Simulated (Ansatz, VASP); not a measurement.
# FeSi: VASP beside Ansatz

The input INCAR:

```
SYSTEM = FeSi
PREC     = Accurate       ! precision mode
ENCUT    = 520            ! plane-wave cutoff, eV
EDIFF    = 1E-6           ! SCF threshold, eV
ISMEAR   = 0              ! smearing method
SIGMA    = 0.05           ! smearing width, eV
LREAL    = .FALSE.        ! projectors in reciprocal space
LASPH    = .TRUE.         ! aspherical terms in the spheres
NELM     = 80             ! most SCF steps
ALGO     = Normal         ! electronic algorithm
ISIF     = 2              ! what is computed and relaxed
LWAVE    = .FALSE.        ! write WAVECAR
LCHARG   = .FALSE.        ! write CHGCAR
GGA      = PS             ! functional
NBANDS   = 13             ! bands
```

The input KPOINTS:

```
regular mesh
0
G
  18 18 18
  0 0 0
```

Contents of POSCAR:

```
FeSi
1.0
    2.6744055954      0.0000000000      0.0000000000
    0.0000000000      2.6744055954      0.0000000000
    0.0000000000      0.0000000000      2.6744055954
Fe Si
1 1
Direct
    0.0000000000      0.0000000000      0.0000000000
    0.5000000000      0.5000000000      0.5000000000
```

Input for Ansatz:

```yaml
crystal:
  lattice:
    - [2.6744055954, 0.0, 0.0]
    - [0.0, 2.6744055954, 0.0]
    - [0.0, 0.0, 2.6744055954]
  atoms:
    - { symbol: Fe, position: [0.0, 0.0, 0.0] }
    - { symbol: Si, position: [0.5, 0.5, 0.5] }
scf:
  occupations: { method: gaussian, width: 0.05 }
output:
  forces: true
  stress: true
  eigenvalues: true
  write_density: true
  write_potential: true
  elf: true
  volumetric_format: npy
hamiltonian:
  xc: pbesol
basis:
  ecutwfc: 500
kpoints:
  mp_grid: { grid: [18, 18, 18] }
```

Alike in both runs: task single point; functional PBEsol; k mesh 18 × 18 × 18; occupations gaussian, width 0.05 eV; no spin polarisation.

```csv
,VASP,Ansatz
version,VASP 6.6.1,Ansatz 0.2.0
potentials or method,"VASP PAW PBE potentials, release 64 (Fe, Si), cutoff 520 eV","scalar-relativistic, plane waves, PAW"
valence electrons in the cell,12,20
```

Ansatz gave:

```
gap on the k mesh at the Fermi level (eV) : none
pressure (GPa)                            : 18.8
```

Task: Estimate VASP's values.

Result: gap on the k mesh at the Fermi level (eV): none; pressure (GPa): 19.8.

VASP's potentials were made for PBE, not for PBEsol. A gap of «none» marks a metal or a gap that the smearing closes. VASP's potentials hold 12 valence electrons a cell and Ansatz's 20, so a difference there can come from the potentials and not from the codes.
